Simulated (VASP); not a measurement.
Write the native input for VASP 6.6.1 that does the following.

| Item | Value |
| --- | --- |
| Task | relaxation of cell and atoms |
| Functional | r2SCAN |
| Potentials or basis | VASP PAW PBE potentials, release 64 (Ta_pv, K_sv, O) |
| Cutoff | 600 eV |
| k mesh | 7 × 7 × 7 |
| Occupations | fermi-dirac, width 0.05 eV |
| Spin | no spin polarisation |
| Hubbard terms | Ta d U = 2.0 eV |
| Dipole correction | no |
| Further INCAR settings | ALGO = Normal; EDIFF = 1e-06; IBRION = 2; EDIFFG = -0.01; NSW = 60; ISIF = 3 |

The system is KTaO3.

```
Ta K O
1.0
     3.98830    0.00000    0.00000
     0.00000    3.98830    0.00000
     0.00000    0.00000    3.98830
Ta K O
1 1 3
Cartesian
  0.0000 0.0000 0.0000
  1.9942 1.9942 1.9942
  0.0000 0.0000 1.9942
  0.0000 1.9942 0.0000
  1.9942 0.0000 0.0000
```

The input as run:

POSCAR

```
KTaO3
1.0
    3.9883000000      0.0000000000      0.0000000000
    0.0000000000      3.9883000000      0.0000000000
    0.0000000000      0.0000000000      3.9883000000
Ta K O
1 1 3
Direct
    0.0000000000      0.0000000000      0.0000000000
    0.5000000000      0.5000000000      0.5000000000
    0.0000000000      0.0000000000      0.5000000000
    0.0000000000      0.5000000000      0.0000000000
    0.5000000000      0.0000000000      0.0000000000
```

INCAR.step1

```
SYSTEM = KTaO3
PREC     = Accurate       ! precision mode
ENCUT    = 600            ! plane-wave cutoff, eV
ISMEAR   = -1             ! smearing method
SIGMA    = 0.05           ! smearing width, eV
LREAL    = .FALSE.        ! projectors in reciprocal space
LASPH    = .TRUE.         ! aspherical terms in the spheres
NELM     = 150            ! most SCF steps
LMAXMIX  = 4              ! l up to which the mixer works
LDAU     = .TRUE.         ! DFT+U
LDAUTYPE = 2            
LDAUL    = 2 -1 -1        ! shell
LDAUU    = 2 0 0          ! U, eV
LDAUJ    = 0 0 0        
GGA      = PE             ! functional
ALGO     = Normal         ! electronic algorithm
EDIFF    = 1E-4           ! SCF threshold, eV
LWAVE    = .TRUE.         ! write WAVECAR
LCHARG   = .FALSE.        ! write CHGCAR
```

INCAR.step2

```
SYSTEM = KTaO3
PREC     = Accurate       ! precision mode
ENCUT    = 600            ! plane-wave cutoff, eV
EDIFF    = 1E-6           ! SCF threshold, eV
ISMEAR   = -1             ! smearing method
SIGMA    = 0.05           ! smearing width, eV
LREAL    = .FALSE.        ! projectors in reciprocal space
LASPH    = .TRUE.         ! aspherical terms in the spheres
NELM     = 150            ! most SCF steps
ALGO     = Normal         ! electronic algorithm
ISIF     = 3              ! what is computed and relaxed
LWAVE    = .FALSE.        ! write WAVECAR
LCHARG   = .FALSE.        ! write CHGCAR
LMAXMIX  = 4              ! l up to which the mixer works
LDAU     = .TRUE.         ! DFT+U
LDAUTYPE = 2            
LDAUL    = 2 -1 -1        ! shell
LDAUU    = 2 0 0          ! U, eV
LDAUJ    = 0 0 0        
LDAUPRINT= 1            
METAGGA  = R2SCAN         ! meta-GGA
LMIXTAU  = .TRUE.       
IBRION   = 2              ! ionic algorithm
NSW      = 60             ! ionic steps
EDIFFG   = -0.01          ! ionic threshold
ISTART   = 1
```

KPOINTS

```
regular mesh
0
G
  7 7 7
  0 0 0
```

Potentials or basis: VASP PAW PBE potentials, release 64 (Ta_pv, K_sv, O).

Command:

```sh
$ cat potpaw_PBE.64/Ta_pv/POTCAR potpaw_PBE.64/K_sv/POTCAR potpaw_PBE.64/O/POTCAR > POTCAR
$ cp INCAR.step1 INCAR
$ mpirun -np 1 vasp_std > vasp.out
$ cp INCAR.step2 INCAR
$ mpirun -np 1 vasp_std > vasp.out
```

It gave:

```json
{
 "Relaxed volume": "12.87 Å³/atom",
 "Relaxed cell": "a = 4.007 Å, b = 4.007 Å, c = 4.007 Å, α = 90.00°, β = 90.00°, γ = 90.00°",
 "Space group after relaxing (to 0.1 Å)": "Pm-3m (No. 221)",
 "Energy gained by relaxing": "1.7 meV/atom",
 "Ionic steps": "3",
 "Pressure after relaxing": "0.0 GPa",
 "Band gap on the k mesh": "2.91 eV (least direct gap 3.54 eV)"
}
```

Caveat: the PAW data sets were made with another functional, which shifts forces and pressure a little; spin-orbit coupling is left out, which moves the levels of the heavy elements; an odd mesh through Γ misses points on the zone boundary, where band edges can lie.

It took 3.2 min on 1 thread of Oxide Virtual Turin-like Processor, with other jobs on the host, peak memory 0.19 GiB.
